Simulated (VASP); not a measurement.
Wanted: the native input for a VASP 6.6.1 run.

- Task: single point
- Functional: PBE
- Potentials or basis: VASP PAW PBE potentials, release 64 (Yb, B, P)
- Cutoff: 520 eV
- k mesh: 8 × 8 × 8
- Occupations: gaussian, width 0.1 eV
- Spin: no spin polarisation
- Dipole correction: no
- Further INCAR settings: ALGO = Normal; EDIFF = 1e-06; NBANDS = 54

The structure of Yb3BP3 lies in POSCAR:

```
Yb3BP3
1.0
    5.6205180091      0.0000000000      0.0000000000
    0.0000000000      5.6205180091      0.0000000000
    0.0000000000      0.0000000000      5.6205180091
Yb B P
3 1 3
Direct
    0.5000000000      0.5000000000      0.0000000000
    0.0000000000      0.5000000000      0.5000000000
    0.5000000000      0.0000000000      0.5000000000
    0.5000000000      0.5000000000      0.5000000000
    0.5000000000      0.0000000000      0.0000000000
    0.0000000000      0.5000000000      0.0000000000
    0.0000000000      0.0000000000      0.5000000000
```

One way to write it, as run:

INCAR

```
ALGO = Normal
EDIFF = 1E-6
ENCUT = 520
GGA = PE
ISIF = 2
ISMEAR = 0
LASPH = T
LCHARG = F
LREAL = F
LWAVE = F
NBANDS = 54
NELM = 80
PREC = Accurate
SIGMA = 0.1
```

KPOINTS

```
k-points
0
Gamma
  8 8 8
```

Potentials or basis: VASP PAW PBE potentials, release 64 (Yb, B, P).

Launch:

```sh
$ cat potpaw_PBE.64/Yb/POTCAR potpaw_PBE.64/B/POTCAR potpaw_PBE.64/P/POTCAR > POTCAR
$ mpirun -np 1 vasp_std > vasp.out
```

It gave:

| Quantity | Value |
| --- | --- |
| Pressure | -4.2 GPa |
| Band gap on the k mesh | zero (bands 45 and 46 overlap by 0.86 eV) |

Caveat: the cell stands under tension; spin-orbit coupling is left out, which moves the levels of the heavy elements.

Run time: 13 min on 1 thread of Intel(R) Xeon(R) 6975P-C (Granite Rapids), with other jobs on the host, peak memory 0.46 GiB.
